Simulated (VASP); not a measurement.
# Sn4O7 (a cell with a defect) in VASP: single point with PBE+D3(BJ)

Aim: the single point of Sn4O7 (a cell with a defect) with PBE+D3(BJ).

All numbers are computed with VASP 6.6.1; they aren't measurements. Logs are shortened: lines on timing, memory, paths and dates and some standing lists are left out, and cuts for length are marked.

### 1 The cell of the first run

The cell holds a defect, 11 atoms: a = 5.692 Å, b = 5.692 Å, c = 5.692 Å, α = 69.32°, β = 69.32°, γ = 69.32°.

### 2 Single point, PBE+D3(BJ) (atoms taken out)

INCAR

```
PREC = Accurate
ENCUT = 520
EDIFF = 1E-6
ISMEAR = 0
SIGMA = 0.05
LREAL = F
LASPH = T
NELM = 80
ALGO = Normal
ISIF = 2
LWAVE = F
LCHARG = F
GGA = PE
IVDW = 12
NELECT = 96.0
NBANDS = 60
KPAR = 4
```

KPOINTS

```
Automatic mesh
0
Gamma
  6 6 6
```

POSCAR

```
Sn4O7
1.0
    3.2375465924      1.8691983966      4.2928880043
   -3.2375465924      1.8691983966      4.2928880043
    0.0000000000     -3.7383967932      4.2928880043
Sn O
4 7
Direct
    0.8647861010      0.8647861010      0.8647861010
    0.3647882246      0.3647882246      0.8647861258
    0.3647882246      0.8647861258      0.3647882246
    0.8647861258      0.3647882246      0.3647882246
    0.6211712003      0.1211725069      0.6211712003
    0.6211712003      0.6211712003      0.1211725069
    0.6084038764      0.6084038764      0.6084038764
    0.1211729409      0.1211729409      0.1211729409
    0.1240466354     -0.0454141688      0.6240482477
    0.1084008301      0.6084039388      0.1084008301
    0.6084039388      0.1084008301      0.1084008301
```

Potentials or basis: VASP PAW PBE potentials, release 64 (Sn_d, O).

On the command line:

```sh
> cat potpaw_PBE.64/Sn_d/POTCAR potpaw_PBE.64/O/POTCAR > POTCAR
> mpirun -np 4 vasp_std > vasp.out
```

OUTCAR:

```text
PREC = Accurate
   ENCUT = 520
   EDIFF = 1E-6
   ISMEAR = 0
   LREAL = F
   LASPH = T
   NELM = 80
   ISIF = 2
   GGA = PE
   IVDW = 12
   NELECT = 96.0
 IVDW          = 12

 ion  position               nearest neighbor table
   1  0.865  0.865  0.865-   9 1.71  10 2.12  11 2.12   6 2.12   5 2.12   4 3.24   3 3.24   4 3.24
                             3 3.24   2 3.24   2 3.24
   2  0.365  0.365  0.865-   5 2.12   7 2.12   8 2.12  10 2.12  11 2.12   4 3.24   3 3.24   1 3.24
                             1 3.24   4 3.24   3 3.24
   3  0.365  0.865  0.365-   9 1.71   6 2.12   7 2.12   8 2.12  11 2.12   2 3.24   4 3.24   1 3.24
                             1 3.24   2 3.24   4 3.24
   4  0.865  0.365  0.365-   5 2.12   6 2.12   7 2.12   8 2.12  10 2.12   9 2.55   2 3.24   3 3.24
                             1 3.24   1 3.24   2 3.24   3 3.24
   5  0.621  0.121  0.621-   4 2.12   2 2.12   1 2.12
   6  0.621  0.621  0.121-   3 2.12   4 2.12   1 2.12
   7  0.608  0.608  0.608-   2 2.12   3 2.12   4 2.12
   8  0.121  0.121  0.121-   2 2.12   3 2.12   4 2.12
   9  0.124  0.955  0.624-   1 1.71   3 1.71   4 2.55
  10  0.108  0.608  0.108-   1 2.12   4 2.12   2 2.12
  11  0.608  0.108  0.108-   1 2.12   3 2.12   2 2.12

  LATTYP: Found a trigonal (rhomboedric) cell.
 ALAT       =     5.6924948837
 COS(alpha) =     0.3530708029

  Lattice vectors:

 A1 = (   3.2375465924,   1.8691983966,   4.2928880043)
 A2 = (  -3.2375465924,   1.8691983966,   4.2928880043)
 A3 = (   0.0000000000,  -3.7383967932,   4.2928880043)

Analysis of symmetry for initial positions (statically):
=====================================================================
 Subroutine PRICEL returns:
 Original cell was already a primitive cell.

 Routine SETGRP: Setting up the symmetry group for a
 trigonal (rhombohedral) supercell.

 Subroutine GETGRP returns: Found  2 space group operations
 (whereof  1 operations were pure point group operations)
 out of a pool of 12 trial point group operations.

The static configuration has the point symmetry C_1 .
 The point group associated with its full space group is C_1h.

Analysis of symmetry for dynamics (positions and initial velocities):
=====================================================================
 Subroutine PRICEL returns:
 Original cell was already a primitive cell.

 Routine SETGRP: Setting up the symmetry group for a
 trigonal (rhombohedral) supercell.

 Subroutine GETGRP returns: Found  2 space group operations
 (whereof  1 operations were pure point group operations)
 out of a pool of 12 trial point group operations.

The dynamic configuration has the point symmetry C_1 .
 The point group associated with its full space group is C_1h.

 Subroutine INISYM returns: Found  2 space group operations
 (whereof  1 operations are pure point group operations),
 and found     1 'primitive' translations

----------------------------------------------------------------------------------------

                                     Primitive cell

  volume of cell :     155.8735

  direct lattice vectors                    reciprocal lattice vectors
     3.237546592  1.869198397  4.292888004     0.154437932  0.089164782  0.077647806
    -3.237546592  1.869198397  4.292888004    -0.154437932  0.089164782  0.077647806
     0.000000000 -3.738396793  4.292888004     0.000000000 -0.178329563  0.077647806

  length of vectors
     5.692494884  5.692494884  5.692494884     0.194500938  0.194500938  0.194500938

  position of ions in fractional coordinates (direct lattice)
     0.864786101  0.864786101  0.864786101
     0.364788225  0.364788225  0.864786126
     0.364788225  0.864786126  0.364788225
     0.864786126  0.364788225  0.364788225
     0.621171200  0.121172507  0.621171200
     0.621171200  0.621171200  0.121172507
     0.608403876  0.608403876  0.608403876
     0.121172941  0.121172941  0.121172941
     0.124046635  0.954585831  0.624048248
     0.108400830  0.608403939  0.108400830
     0.608403939  0.108400830  0.108400830

  ion indices of the primitive-cell ions
   primitive index   ion index
                 1           1
                 2           2
                 3           3
                 4           4
                 5           5
                 6           6
                 7           7
                 8           8
                 9           9
                10          10
                11          11

----------------------------------------------------------------------------------------

 KPOINTS: Automatic mesh

Automatic generation of k-mesh.
 Grid dimensions read from file:
 generate k-points for:    6    6    6

 Generating k-lattice:

  Cartesian coordinates                     Fractional coordinates (reciprocal lattice)
     0.025739655  0.014860797  0.012941301     0.166666667  0.000000000 -0.000000000
    -0.025739655  0.014860797  0.012941301     0.000000000  0.166666667 -0.000000000
     0.000000000 -0.029721594  0.012941301    -0.000000000 -0.000000000  0.166666667

  Length of vectors
     0.032416823  0.032416823  0.032416823

  Shift w.r.t. Gamma in fractional coordinates (k-lattice)
     0.000000000  0.000000000  0.000000000

 Subroutine IBZKPT returns following result:
 ===========================================

 Found     68 irreducible k-points:

 Following reciprocal coordinates:
            Coordinates               Weight
  0.000000  0.000000  0.000000      1.000000
  0.166667 -0.000000  0.000000      4.000000
 -0.000000  0.166667  0.000000      2.000000
  0.333333  0.000000  0.000000      4.000000
  0.000000  0.333333  0.000000      2.000000
  0.500000  0.000000  0.000000      2.000000
[... 16 lines left out ...]
  0.500000  0.333333  0.000000      4.000000
  0.500000  0.000000 -0.333333      4.000000
 [... further k-points ...]
   k-points           NKPTS =     68   k-points in BZ     NKDIM =     68   number of bands    NBANDS=     60
   number of dos      NEDOS =    301   number of ions     NIONS =     11
   total plane-waves  NPLWV =  74088
   dimension x,y,z NGX =    42 NGY =   42 NGZ =   42
   dimension x,y,z NGXF=    84 NGYF=   84 NGZF=   84
   ions per type =               4   7
   NGX,Y,Z   is equivalent  to a cutoff of  12.27, 12.27, 12.27 a.u.
   NGXF,Y,Z  is equivalent  to a cutoff of  24.53, 24.53, 24.53 a.u.
 SYSTEM =  unknown system
   PREC   = accura    normal or accurate (medium, high low for compatibility)
   ISTART =      0    job   : 0-new  1-cont  2-samecut
   ICHARG =      2    charge: 1-file 2-atom 10-const
   ISPIN  =      1    spin polarized calculation?
   LNONCOLLINEAR =      F non collinear calculations
   LSORBIT =      F    spin-orbit coupling
   LASPH  =      T    aspherical Exc in radial PAW
   ENCUT  =  520.0 eV  38.22 Ry    6.18 a.u.  10.58 10.58 10.58*2*pi/ulx,y,z
   NELM   =     80;   NELMIN=  2; NELMDL= -5     # of ELM steps
   EDIFF  = 0.1E-05   stopping-criterion for ELM
   LREAL  =      F    real-space projection
   EDIFFG = 0.1E-04   stopping-criterion for IOM
   NSW    =      0    number of steps for IOM
   IBRION =     -1    ionic relax: 0-MD 1-quasi-New 2-CG
   NFREE  =      0    steps in history (QN), initial steepest desc. (CG)
   ISIF   =      2    stress and relaxation
   ISYM   =      2    0-nonsym 1-usesym 2-fastsym
   POTIM  = 0.5000    time-step for ionic-motion
   TEBEG  =    0.0;   TEEND  =   0.0 temperature during run
   PSTRESS=    0.0 pullay stress
   NELECT =      96.0000    total number of electrons
   NUPDOWN=      -1.0000    fix difference up-down
   EMIN   =  10.00;   EMAX   =-10.00  energy-range for DOS
   EFERMI =   0.00;   METHOD = LEGACY
   ISMEAR =     0;   SIGMA  =   0.05  broadening in eV -4-tet -1-fermi 0-gaus
   EFERMI_NEDOS =   21; number of points for ismear=-14 and -15
   IALGO  =     38    algorithm
   IMIX   =      4    mixing-type and parameters
     AMIX     =   0.40;   BMIX     =  1.00
     AMIX_MAG =   1.60;   BMIX_MAG =  1.00
  volume/ion in A,a.u.               =      14.17        95.63
  Fermi-wavevector in a.u.,A,eV,Ry     =   1.392861  2.632126 26.396149  1.940062
  Thomas-Fermi vector in A             =   2.516563
   LORBIT       =      0    0 simple, 1 ext, 2 COOP (PROOUT), +10 PAW based schemes
   GGA     = PE    functional components
   LHFCALC =     F    Hartree Fock is set to
   AEXX    =    0.0000 exact exchange contribution
   IVDW    =    12    specifies the selected vdW correction
   LEPSILON=     F    determine dielectric tensor
   LRPA    =     F    only Hartree local field effects (RPA)
 non-spin polarized calculation
 Gauss-broadening in eV      SIGMA  =   0.05
  energy-cutoff  :      520.00
  volume of cell :      155.87
 maximum number of plane-waves:      4216
   NGX = 21   NGY = 21   NGZ = 21

 number of electron      96.0000014 magnetization

 Free energy of the ion-electron system (eV)
  ---------------------------------------------------
  ext. energy  EPLUGINS =         0.00000000
  ---------------------------------------------------
  free energy    TOTEN  =       -73.34483164 eV

  energy without entropy =      -73.34456551  energy(sigma->0) =      -73.34469857

 E-fermi :   4.9314     XC(G=0): -10.0884

 val. band max:        4.8652974618   @ k =   0.1667  -0.0000  -0.1667
 cond. band min:       4.9601502325   @ k =   0.0000   0.0000   0.0000
 fundamental gap:      0.0948527707
 Fermi energy:         4.9313995875

 k-point     1 :       0.0000    0.0000    0.0000
  band No.  band energies     occupation
      1     -18.0756      2.00000
      2     -16.2285      2.00000
      3     -16.0767      2.00000
      4     -15.7760      2.00000
      5     -15.7667      2.00000
      6     -15.5150      2.00000
[... 1501 lines left out ...]
     59      14.2220      0.00000
     60      14.4207      0.00000

 [... further k-points ...]

------------------------ aborting loop because EDIFF is reached ----------------------------------------

 Edisp (eV)   -2.20238

 E8    (eV) :    -0.8904

  FORCE on cell =-STRESS in cart. coord.  units (eV):
  Direction    XX          YY          ZZ          XY          YZ          ZX
  --------------------------------------------------------------------------------------
  -------------------------------------------------------------------------------------
  Total      -9.51412     0.70519   -24.36882     8.85018     0.62155    -1.07655
  in kB     -97.79281     7.24845  -250.47989    90.96840     6.38870   -11.06559
  external pressure =     -113.67 kB  Pullay stress =        0.00 kB

 VOLUME and BASIS-vectors are now :
 -----------------------------------------------------------------------------
  energy-cutoff  :      520.00
  volume of cell :      155.87
      direct lattice vectors                 reciprocal lattice vectors
     3.237546592  1.869198397  4.292888004     0.154437932  0.089164782  0.077647806
    -3.237546592  1.869198397  4.292888004    -0.154437932  0.089164782  0.077647806
     0.000000000 -3.738396793  4.292888004     0.000000000 -0.178329563  0.077647806

 POSITION                                       TOTAL-FORCE (eV/Angst)
 -----------------------------------------------------------------------------------
      0.00000      0.00000     11.13729        -5.151668    -10.852908     -1.833772
      0.00000     -1.86919      6.84442         2.560543     -1.478330      2.050777
     -1.61877      0.93460      6.84442         6.823060      9.887929     -1.833772
      1.61877      0.93460      6.84442        -0.912508      0.526837     -2.243319
      1.61877     -0.93460      5.85342        -0.283219      0.483044     -0.017349
      0.00000      1.86919      5.85342         0.117622     -0.067909     -0.173179
      0.00000      0.00000      7.83543         0.033549     -0.531396     -0.248794
      0.00000      0.00000      1.56055        -0.559938      0.003753     -0.017349
     -2.68891     -0.31676      7.30942        -2.974310      1.717219      4.723559
     -1.61878      0.93461      3.54252         0.476977      0.236644     -0.248794
      1.61878      0.93461      3.54252        -0.130107      0.075117     -0.158009
 -----------------------------------------------------------------------------------
    total drift:                                0.016750      0.030618      0.001951

  FREE ENERGIE OF THE ION-ELECTRON SYSTEM (eV)
  ---------------------------------------------------
  free  energy   TOTEN  =       -75.5472079416 eV

  energy  without entropy=      -75.5469418144  energy(sigma->0) =      -75.54707488
```

It took 4.7 min on 4 MPI ranks of Oxide Virtual Turin-like, shared host; peak memory 0.54 GiB.

Results:

```yaml
Free_energy: -75.5472 eV
Largest_force: 12.153 eV/Å
Dispersion_energy_per_atom: -0.200 eV
```

Forces on the atoms (eV/Å):
```
Sn   -5.152 -10.853  -1.834
Sn    2.561  -1.478   2.051
Sn    6.823   9.888  -1.834
Sn   -0.913   0.527  -2.243
O    -0.283   0.483  -0.017
O     0.118  -0.068  -0.173
O     0.034  -0.531  -0.249
O    -0.560   0.004  -0.017
O    -2.974   1.717   4.724
O     0.477   0.237  -0.249
O    -0.130   0.075  -0.158
```

Caveat: the cell carries a net charge on a neutralising background, which shifts energy and pressure; the cell differs from its parent crystal (atoms taken out); the cell is charged against a uniform background, so pressure and absolute levels hang on convention; spin-orbit coupling is left out, which moves the levels of the heavy elements.
